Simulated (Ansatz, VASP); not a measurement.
Pt in VASP and in Ansatz

```
Pt
1.0
    -1.55706    1.55706    1.55706
     1.55706   -1.55706    1.55706
     1.55706    1.55706   -1.55706
Pt
1
Direct
  0.00000 0.00000 0.00000
```

Alike in both runs: task single point; functional PBEsol; k mesh 8 × 8 × 8; occupations gaussian, width 0.1 eV; no spin polarisation.

|  | VASP | Ansatz |
| --- | --- | --- |
| version | VASP 6.6.1 | Ansatz 0.2.0 |
| potentials or method | VASP PAW PBE potentials, release 64 (Pt), cutoff 500 eV | scalar-relativistic, plane waves, PAW |
| valence electrons in the cell | 10 | 18 |

Ansatz gave:

| Quantity | Value |
| --- | --- |
| gap on the k mesh at the Fermi level (eV) | none |
| pressure (GPa) | 3.3 |

Q: Estimate VASP's values.

A: gap on the k mesh at the Fermi level (eV): none; pressure (GPa): 3.0.

VASP's potentials were made for PBE, not for PBEsol, and Ansatz warns of the same on its side. A gap of «none» marks a metal or a gap that the smearing closes. VASP's potentials hold 10 valence electrons a cell and Ansatz's 18, so a difference there can come from the potentials and not from the codes.

Neither program's run includes spin-orbit coupling.
